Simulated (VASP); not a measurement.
# Pb (P6_3/mmc) in VASP: notebook, part 2 of 2

VASP 6.6.1. The steps go on from the part before.

## Step 4: Single point, r2SCAN (strain -0.040 along x and y, -0.080 along z)

The input, POSCAR:

```
Pb
1.0
    3.3408006629      0.0000000000      0.0000000000
   -1.6704003315      2.8932182431      0.0000000000
    0.0000000000      0.0000000000      5.1428000000
Pb
2
Direct
    0.3333333333      0.6666666667      0.2500000000
    0.6666666667      0.3333333333      0.7500000000
```

The input, INCAR.step1:

```
SYSTEM = Pb
PREC = Accurate
ENCUT = 520
ISMEAR = 0
SIGMA = 0.15
LREAL = .FALSE.
LASPH = .TRUE.
NELM = 100
NBANDS = 21
GGA = PE
ALGO = Normal
EDIFF = 1E-4
LWAVE = .TRUE.
LCHARG = .FALSE.
```

The input, INCAR.step2:

```
SYSTEM = Pb
PREC = Accurate
ENCUT = 520
EDIFF = 1E-7
ISMEAR = 0
SIGMA = 0.15
LREAL = .FALSE.
LASPH = .TRUE.
NELM = 100
ALGO = Normal
ISIF = 2
LWAVE = .FALSE.
LCHARG = .FALSE.
METAGGA = R2SCAN
LMIXTAU = .TRUE.
NBANDS = 21
ISTART = 1
```

The input, KPOINTS:

```
Automatic mesh
0
G
  18 18 10
  0 0 0
```

Potentials or basis: VASP PAW PBE potentials, release 64 (Pb_d).

Launch:

```sh
cat potpaw_PBE.64/Pb_d/POTCAR > POTCAR
cp INCAR.step1 INCAR
mpirun -np 1 vasp_std > vasp.out
cp INCAR.step2 INCAR
mpirun -np 1 vasp_std > vasp.out
```

OUTCAR:

```text
SYSTEM = Pb
   PREC = Accurate
   ENCUT = 520
   EDIFF = 1E-7
   ISMEAR = 0
   LREAL = .FALSE.
   LASPH = .TRUE.
   NELM = 100
   ISIF = 2
   METAGGA = R2SCAN
   ISTART = 1

 ion  position               nearest neighbor table
   1  0.333  0.667  0.250-   2 3.21   2 3.21   2 3.21   2 3.21   2 3.21   2 3.21
   2  0.667  0.333  0.750-   1 3.21   1 3.21   1 3.21   1 3.21   1 3.21   1 3.21

  LATTYP: Found a hexagonal cell.
 ALAT       =     3.3408006629
 C/A-ratio  =     1.5393914570

  Lattice vectors:

 A1 = (   3.3408006629,   0.0000000000,   0.0000000000)
[... 193 lines left out ...]
      5      -8.1835      2.00000
      6      -8.1835      2.00000
[... 565 lines left out ...]
     20      18.2412      0.00000
     21      24.0067      0.00000

 [... further k-points ...]
[... 5 lines left out ...]
  --------------------------------------------------------------------------------------
  -------------------------------------------------------------------------------------
  Total        4.6602407      4.6602407      6.2657257     -0.0000000     -0.0000000     -0.0000000
  in kB      150.2060874    150.2060874    201.9531203     -0.0000000     -0.0000000     -0.0000000
  external PRESSURE =     167.4550984 kB  Pullay stress =       0.0000000 kB

 VOLUME and BASIS-vectors are now :
 -----------------------------------------------------------------------------
  energy-cutoff  :      520.00
  volume of cell :       49.71
      direct lattice vectors                 reciprocal lattice vectors
     3.340800663  0.000000000  0.000000000     0.299329443  0.172817934  0.000000000
    -1.670400332  2.893218243  0.000000000     0.000000000  0.345635868  0.000000000
     0.000000000  0.000000000  5.142800000     0.000000000  0.000000000  0.194446605

 POSITION                                       TOTAL-FORCE (eV/Angst)
 -----------------------------------------------------------------------------------
     -0.00000      1.92881      1.28570         0.000000     -0.000000      0.000000
      1.67040      0.96441      3.85710        -0.000000      0.000000      0.000000
 -----------------------------------------------------------------------------------
    total drift:                                0.000000     -0.000000      0.000000

  FREE ENERGIE OF THE ION-ELECTRON SYSTEM (eV)
  ---------------------------------------------------
  free  energy   TOTEN  =      -111.9744851343 eV

  energy  without entropy=     -111.9662981565  energy(sigma->0) =     -111.97039165
```

OUTCAR.step1:

```text
SYSTEM = Pb
   PREC = Accurate
   ENCUT = 520
   ISMEAR = 0
   LREAL = .FALSE.
   LASPH = .TRUE.
[... 801 lines left out ...]
     -0.00000      1.92881      1.28570        -0.000000      0.000000      0.000000
      1.67040      0.96441      3.85710         0.000000     -0.000000      0.000000
 -----------------------------------------------------------------------------------
    total drift:                                0.000000     -0.000000      0.000000

  FREE ENERGIE OF THE ION-ELECTRON SYSTEM (eV)
  ---------------------------------------------------
  free  energy   TOTEN  =        -6.4490912741 eV

  energy  without entropy=       -6.4408055013  energy(sigma->0) =       -6.44494839
```

Wall time 8.5 min (1 thread of AMD EPYC 9R45 (Zen 5), shared host); peak memory 0.28 GiB.

What came out:

```yaml
Free_energy: -111.9745 eV
Pressure: 16.7 GPa
Band_gap_on_the_k_mesh: zero (band 14 reaches 16.12 eV, above the bottom of band 15 at 6.99 eV)
```

Levels at points of the mesh, in eV from the Fermi level:
```csv
k point,band 11,band 12,band 13,band 14,band 15,band 16,band 17,band 18
"(0.00, 0.00, 0.00)",-13.96,-8.04,-5.37,6.14,6.14,8.71,8.71,9.60
"(0.50, 0.00, 0.00)",-9.42,-7.92,-2.91,-1.43,-0.87,1.71,2.09,6.77
"(0.00, 0.00, 0.50)",-12.25,-12.25,2.12,2.12,7.38,7.38,7.38,7.38
"(0.50, 0.00, 0.50)",-8.10,-8.10,-4.89,-4.89,3.73,3.73,4.92,4.92
```

Caveat: the cell differs from its parent crystal (strain -0.040 along x and y, -0.080 along z); the PAW data sets were made with another functional, which shifts forces and pressure a little; spin-orbit coupling is left out, which moves the levels of the heavy elements.

## Step 5: Single point, r2SCAN (strain -0.080 along x and y, +0.040 along z)

The input, POSCAR:

```
Pb
1.0
    3.2016006353      0.0000000000      0.0000000000
   -1.6008003177      2.7726674830      0.0000000000
    0.0000000000      0.0000000000      5.8136000000
Pb
2
Direct
    0.3333333333      0.6666666667      0.2500000000
    0.6666666667      0.3333333333      0.7500000000
```

The input, INCAR.step1:

```
  PREC = Accurate
  ENCUT = 520
  ISMEAR = 0
  SIGMA = 0.15
  LREAL = False
  LASPH = True
  NELM = 100
  NBANDS = 21
  GGA = PE
  ALGO = Normal
  EDIFF = 1E-4
  LWAVE = True
  LCHARG = False
```

The input, INCAR.step2:

```
  PREC = Accurate
  ENCUT = 520
  EDIFF = 1E-7
  ISMEAR = 0
  SIGMA = 0.15
  LREAL = False
  LASPH = True
  NELM = 100
  ALGO = Normal
  ISIF = 2
  LWAVE = False
  LCHARG = False
  METAGGA = R2SCAN
  LMIXTAU = True
  NBANDS = 21
  ISTART = 1
```

The input, KPOINTS:

```
Automatic mesh
0
Gamma
  18 18 10
```

Launch:

```sh
cat potpaw_PBE.64/Pb_d/POTCAR > POTCAR
cp INCAR.step1 INCAR
mpirun -np 1 vasp_std > vasp.out
cp INCAR.step2 INCAR
mpirun -np 1 vasp_std > vasp.out
```

Run time: 7.4 min. Hardware: 1 thread of AMD EPYC 9R45 (Zen 5), shared host; peak memory 0.28 GiB.

It converged, with:

| Item | Value |
| --- | --- |
| Free energy | -112.1053 eV |
| Pressure | 13.4 GPa |
| Band gap on the k mesh | zero (band 14 reaches 15.83 eV, above the bottom of band 15 at 6.84 eV) |

Stress tensor (GPa, compression positive):
```
16.24  0.00  0.00
 0.00 16.24  0.00
 0.00  0.00  7.77
```

Levels at points of the mesh, in eV from the Fermi level:
```
           k point  band 10  band 11  band 12  band 13  band 14  band 15  band 16  band 17  band 18  band 19
(0.00, 0.00, 0.00)   -17.55   -13.64    -9.84    -5.56     6.53     8.29     8.29    10.19    10.19    10.67
(0.50, 0.00, 0.00)   -17.42    -8.53    -7.35    -3.85    -2.76    -0.70     1.89     3.28     6.74     8.11
(0.00, 0.00, 0.50)   -17.62   -12.37   -12.37    -0.42    -0.42     9.16     9.16     9.16     9.16    10.85
(0.50, 0.00, 0.50)   -17.43    -7.65    -7.65    -4.72    -4.72     3.40     3.40     4.66     4.66     7.88
```

Caveat: the cell differs from its parent crystal (strain -0.080 along x and y, +0.040 along z); the PAW data sets were made with another functional, which shifts forces and pressure a little; spin-orbit coupling is left out, which moves the levels of the heavy elements.

## Step 6: Overview

| cell | gap on the mesh (eV) | pressure (GPa) |
| --- | --- | --- |
| a = 3.341, b = 3.341, c = 5.814 Å, angles 90.0, 90.0, 120.0°, 2 atoms | none | 5.6 |
| a = 3.480, b = 3.480, c = 5.366 Å, angles 90.0, 90.0, 120.0°, 2 atoms | none | 5.5 |
| a = 3.341, b = 3.341, c = 5.143 Å, angles 90.0, 90.0, 120.0°, 2 atoms | none | 16.7 |
| a = 3.202, b = 3.202, c = 5.814 Å, angles 90.0, 90.0, 120.0°, 2 atoms | none | 13.4 |

Alike in all rows: task single point; level r2SCAN; potentials or basis VASP PAW PBE potentials, release 64 (Pb_d); no spin polarisation; k mesh 18 × 18 × 10; cutoff (eV) 520; smearing gaussian 0.15 eV.

Caveats: the PAW data sets were made with another functional, which shifts forces and pressure a little; spin-orbit coupling is left out, which moves the levels of the heavy elements.

Absolute energies hang on the potentials; compare differences alone.
